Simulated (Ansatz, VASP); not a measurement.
# PtS2 in VASP and in Ansatz

File INCAR:

```
PREC     = Accurate       # precision mode
ENCUT    = 520            # plane-wave cutoff, eV
EDIFF    = 1E-6           # SCF threshold, eV
ISMEAR   = 0              # smearing method
SIGMA    = 0.05           # smearing width, eV
LREAL    = F              # projectors in reciprocal space
LASPH    = T              # aspherical terms in the spheres
NELM     = 100            # most SCF steps
ALGO     = Normal         # electronic algorithm
ISIF     = 2              # what is computed and relaxed
LWAVE    = F              # write WAVECAR
LCHARG   = F              # write CHGCAR
LDIPOL   = T            
IDIPOL   = 3            
DIPOL    = 0.5 0.5 0.392
GGA      = PE             # functional
IVDW     = 12             # dispersion correction
NBANDS   = 31             # bands
```

File KPOINTS:

```
regular mesh
0
Gamma
  9 9 1
```

Contents of POSCAR:

```
PtS2
1.0
    3.5415269801      0.0000000000      0.0000000000
   -1.7707634901      3.0670523330      0.0000000000
    0.0000000000      0.0000000000     22.4670671688
S Pt
4 2
Direct
    0.6666666667      0.3333333333      0.2002931654
    0.3333333333      0.6666666667      0.3108342327
    0.3333333333      0.8333333333      0.4728491487
    0.6666666667      0.5000000000      0.5833902160
    0.0000000000      0.0000000000      0.2555636990
    1.0000000000      1.1666666667      0.5281196824
```

Input for Ansatz:

```yaml
crystal:
  lattice:
    - [3.5415269801, 0.0, 0.0]
    - [-1.7707634901, 3.067052333, 0.0]
    - [0.0, 0.0, 22.4670671688]
  atoms:
    - { symbol: S, position: [0.6666666667, 0.3333333333, 0.2002931654] }
    - { symbol: Pt, position: [0.0, 0.0, 0.255563699] }
    - { symbol: S, position: [0.3333333333, 0.6666666667, 0.3108342327] }
    - { symbol: S, position: [0.3333333333, 0.8333333333, 0.4728491487] }
    - { symbol: Pt, position: [1.0, 1.1666666667, 0.5281196824] }
    - { symbol: S, position: [0.6666666667, 0.5, 0.583390216] }
basis:
  ecutwfc: 420
kpoints:
  mp_grid: { grid: [9, 9, 1] }
hamiltonian:
  xc: pbe
  pseudopotentials: { kind: paw, azcp: { folder: soft_1 } }
  dispersion: d3bj
scf:
  occupations: { method: gaussian, width: 0.05 }
output:
  forces: true
  eigenvalues: true
efield:
  axis: 3
  dipole_correction: true
  ramp_width: 0.04
```

Alike in both runs: task single point; functional PBE; dispersion D3(BJ); k mesh 9 × 9 × 1; occupations gaussian, width 0.05 eV; no spin polarisation.

|  | VASP | Ansatz |
| --- | --- | --- |
| version | VASP 6.6.1 | Ansatz 0.2.0 |
| potentials or method | VASP PAW PBE potentials, release 64 (S, Pt), cutoff 520 eV | scalar-relativistic, plane waves, PAW |
| valence electrons in the cell | 44 | 60 |

|  | VASP | Ansatz | Ansatz less VASP |
| --- | --- | --- | --- |
| gap on the k mesh at the Fermi level (eV) | 1.48 | 1.48 | -0.006 |
| least direct gap on the mesh (eV) | 1.58 | 1.57 | -0.007 |
| rms of the force components (eV/Å) | 0.024 | 0.018 | -0.0058 |

VASP's potentials hold 44 valence electrons a cell and Ansatz's 60, so a difference there can come from the potentials and not from the codes.

Spin-orbit coupling is off throughout.
